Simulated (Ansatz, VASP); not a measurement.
Al4TlZn: VASP beside Ansatz

```
Al Zn Tl
1.0
     0.00000    3.90052    3.90052
     3.90052    0.00000    3.90052
     3.90052    3.90052    0.00000
Al Zn Tl
4 1 1
Cartesian
  2.9258 4.8752 4.8752
  2.9258 2.9258 2.9258
  4.8752 2.9258 4.8752
  4.8752 4.8752 2.9258
  5.8508 5.8508 5.8508
  0.0000 0.0000 0.0000
```

Change from the starting cell: species swapped into the ZrTiW4 type (F-43m, No. 216).

Alike in both runs: task single point; functional PBE; k mesh 4 × 4 × 4; occupations gaussian, width 0.1 eV; no spin polarisation.

|  | VASP | Ansatz |
| --- | --- | --- |
| version | VASP 6.6.1 | Ansatz 0.2.0 |
| potentials or method | VASP PAW PBE potentials, release 64 (Al, Zn, Tl_d), cutoff 520 eV | scalar-relativistic, plane waves, PAW |
| valence electrons in the cell | 37 | 37 |

|  | VASP | Ansatz | Ansatz less VASP |
| --- | --- | --- | --- |
| gap on the k mesh at the Fermi level (eV) | none | none | - |
| pressure (GPa) | 0.2 | 0.2 | +0.01 |
| rms of the force components (eV/Å) | 0.032 | 0.032 | -0.0003 |

Atom by atom the forces differ by 0.000 eV/Å (rms over components). A gap of «none» marks a metal or a gap that the smearing closes. The functional is the same, so the differences come from potentials, cutoffs and numerics.

Neither program's run includes spin-orbit coupling.
